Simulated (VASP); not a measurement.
Wanted: the native input for a VASP 6.6.1 run.

- Task: relaxation of cell and atoms
- Functional: PBE
- Potentials or basis: VASP PAW PBE potentials, release 64 (Ni)
- Cutoff: 600 eV
- k mesh: 20 × 20 × 20
- Occupations: gaussian, width 0.1 eV
- Spin: collinear spin, ferromagnetic start
- Starting moments: [0.84] μB
- Dipole correction: no
- Further INCAR settings: ALGO = Normal; EDIFF = 1e-06; IBRION = 2; EDIFFG = -0.005; NSW = 100; ISIF = 3

The structure of Ni lies in POSCAR:

```
Ni
1.0
    0.0000000000      1.7599725270      1.7599725270
    1.7599725270      0.0000000000      1.7599725270
    1.7599725270      1.7599725270      0.0000000000
Ni
1
Direct
    0.0000000000      0.0000000000      0.0000000000
```

The input as run:

INCAR

```
SYSTEM = Ni
PREC = Accurate ; ENCUT = 600
EDIFF = 1E-6 ; ISMEAR = 0
SIGMA = 0.1 ; LREAL = .FALSE.
LASPH = .TRUE. ; NELM = 150
ALGO = Normal ; ISIF = 3
LWAVE = .FALSE. ; LCHARG = .FALSE.
ISPIN = 2 ; MAGMOM = 0.84
LORBIT = 11 ; LMAXMIX = 4
GGA = PE ; IBRION = 2
NSW = 100 ; EDIFFG = -0.005
```

KPOINTS

```
regular mesh
0
G
  20 20 20
  0 0 0
```

Potentials or basis: VASP PAW PBE potentials, release 64 (Ni).

The run is started by

```bash
$ cat potpaw_PBE.64/Ni/POTCAR > POTCAR
$ mpirun -np 1 vasp_std > vasp.out
```

Results of the run:

```yaml
Relaxed_volume: 10.88 Å³/atom
Relaxed_cell: a = 2.487 Å, b = 2.487 Å, c = 2.487 Å, α = 60.00°, β = 60.00°, γ = 60.00°
Space_group_after_relaxing_to_0.05_Å: Fm-3m (No. 225)
Energy_gained_by_relaxing: 0.0 meV/atom
Ionic_steps: 3
Pressure_after_relaxing: 0.0 GPa
Net_moment: 0.63 μB per cell
Site_moments: Ni +0.64 μB
Valence_electrons_inside_the_program's_atomic_spheres: Ni 9.31
```

Run time: 47 s on 1 thread of Intel(R) Xeon(R) 6975P-C (Granite Rapids), on a shared host, peak memory 0.18 GiB.
